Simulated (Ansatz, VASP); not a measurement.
# Zn in VASP and in Ansatz

Contents of INCAR:

```
SYSTEM = Zn
PREC = Accurate
ENCUT = 520
EDIFF = 1E-6
ISMEAR = -1
SIGMA = 0.1
LREAL = .FALSE.
LASPH = .TRUE.
NELM = 80
ALGO = Normal
ISIF = 2
LWAVE = .FALSE.
LCHARG = .FALSE.
NBANDS = 12
```

File KPOINTS:

```
regular mesh
0
G
  17 17 17
  0 0 0
```

POSCAR

```
Zn
1.0
    0.0000000000      1.9038277552      1.9038277552
    1.9038277552      0.0000000000      1.9038277552
    1.9038277552      1.9038277552      0.0000000000
Zn
1
Direct
    0.0000000000      0.0000000000      0.0000000000
```

Input for Ansatz:

```yaml
crystal:
  lattice:
    - [0.0, 1.9038277552, 1.9038277552]
    - [1.9038277552, 0.0, 1.9038277552]
    - [1.9038277552, 1.9038277552, 0.0]
  atoms:
    - { symbol: Zn, position: [0.0, 0.0, 0.0] }
kpoints:
  mp_grid: { grid: [17, 17, 17] }
scf:
  occupations: { method: fermi_dirac, width: 0.1 }
hamiltonian:
  xc: lda
  pseudopotentials: { kind: paw }
output:
  forces: true
  stress: true
  eigenvalues: true
```

Change from the starting cell: volume scaled by 1.021, to set the pressure.

Alike in both runs: task single point; functional LDA; k mesh 17 × 17 × 17; occupations fermi-dirac, width 0.1 eV; no spin polarisation.

```csv
,VASP,Ansatz
version,VASP 6.6.1,Ansatz 0.2.0
potentials or method,"VASP PAW LDA potentials, release 64 (Zn)","PAW with Ansatz's default frozen-core files, scalar-relativistic"
plane-wave cutoff (eV),520,420
valence electrons in the cell,12,12
```

Ansatz gave:

- pressure (GPa): -1.7

**Question.** Which values does VASP return?

**Answer.** Pressure (GPa): -1.0.

LDA's correlation is that of Perdew and Zunger in VASP and of Perdew and Wang (1992) in Ansatz.
